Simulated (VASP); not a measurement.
Input of a VASP 6.6.1 run:

POSCAR

```
CsPbI2Br
1.0
    6.3651183266      0.0000000000      0.0000000000
    0.0000000000      6.3651183266      0.0000000000
    0.0000000000      0.0000000000      5.9242421253
Cs Pb I Br
1 1 2 1
Direct
    0.5000000000      0.5000000000      0.5000000000
    0.0000000000      0.0000000000      0.0000000000
    0.0000000000      0.5000000000      0.0000000000
    0.5000000000      0.0000000000      0.0000000000
    0.0000000000      0.0000000000      0.5000000000
```

The input INCAR.step1:

```
ALGO = Normal
EDIFF = 1E-5
ENCUT = 520
GGA = PE
ISIF = 2
ISMEAR = 0
LASPH = T
LREAL = F
LWAVE = T
NBANDS = 30
NELM = 80
PREC = Accurate
SIGMA = 0.01
```

Contents of INCAR.step2:

```
AEXX = 0.3
ALGO = Normal
EDIFF = 1E-6
ENCUT = 520
GGA = PE
HFSCREEN = 0.2078
ISIF = 2
ISMEAR = 0
ISTART = 1
LASPH = T
LCHARG = T
LELF = T
LHFCALC = T
LREAL = F
LVHAR = T
LWAVE = F
NBANDS = 30
NELM = 80
PREC = Accurate
PRECFOCK = Fast
SIGMA = 0.01
```

The input KPOINTS:

```
k-points
0
Gamma
  2 2 2
```

Potentials or basis: VASP PAW PBE potentials, release 64 (Cs_sv, Pb_d, I, Br).

Launch:

```bash
$ cat potpaw_PBE.64/Cs_sv/POTCAR potpaw_PBE.64/Pb_d/POTCAR potpaw_PBE.64/I/POTCAR potpaw_PBE.64/Br/POTCAR > POTCAR
$ cp INCAR.step1 INCAR
$ mpirun -np 1 vasp_std > vasp.out
$ cp INCAR.step2 INCAR
$ mpirun -np 1 vasp_std > vasp.out
```

(1) What does it give for the pressure?

(2) Predict the band gap on the k mesh.

## Answers

(1) 1.0 GPa.

(2) 2.16 eV.

Caveat: the k points lie up to 0.53 Å⁻¹ apart; the PAW data sets were made with another functional, which shifts forces and pressure a little; spin-orbit coupling is left out, which moves the levels of the heavy elements.
